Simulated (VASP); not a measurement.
Input of a VASP 6.6.1 run:

Contents of INCAR:

```
SYSTEM = SnO
ALGO = Normal
EDIFF = 1E-6
ENCUT = 910
GGA = CA
GGA_COMPAT = .False.
ISIF = 2
ISMEAR = 0
LASPH = .True.
LCHARG = .True.
LELF = .True.
LREAL = .False.
LVHAR = .True.
LWAVE = .False.
NBANDS = 28
NELM = 120
PREC = Accurate
SIGMA = 0.05
```

Contents of KPOINTS:

```
k-points
0
Gamma
  8 6 6
  0 0 0
```

Contents of POSCAR:

```
SnO
1.0
    3.3550050000      0.0000000000      0.0000000000
    0.0000000000      5.6741040000      0.0000000000
    0.0000000000      0.0000000000      4.2219700000
Sn O
2 2
Direct
    0.0000000000      0.2319090000      0.5131440000
    0.5000000000      0.7680910000      0.0131440000
    0.0000000000      0.8912500000      0.7368570000
    0.5000000000      0.1087500000      0.2368570000
```

Potentials or basis: VASP PAW LDA potentials, release 64 (Sn_d, O_h).

Command:

```console
$ cat potpaw_LDA.64/Sn_d/POTCAR potpaw_LDA.64/O_h/POTCAR > POTCAR
$ mpirun -np 1 vasp_std > vasp.out
```

Task: Estimate the band gap on the k mesh.

Result: 1.36 eV (least direct gap 2.00 eV).

Task: Estimate the pressure.

Result: -5.3 GPa.

Task: What does it give for the largest force?

Result: 0.655 eV/Å.

Stress tensor (GPa, compression positive):
```
-6.25  0.00  0.00
 0.00 -4.99  0.00
 0.00  0.00 -4.75
```

Caveat: the cutoff is under 1.25 times the usual one of these potentials, so pressure, stress and relaxed cells hold a basis-set (Pulay) error; the cell stands under tension; spin-orbit coupling is left out, which moves the levels of the heavy elements. A k mesh can miss the band edges.
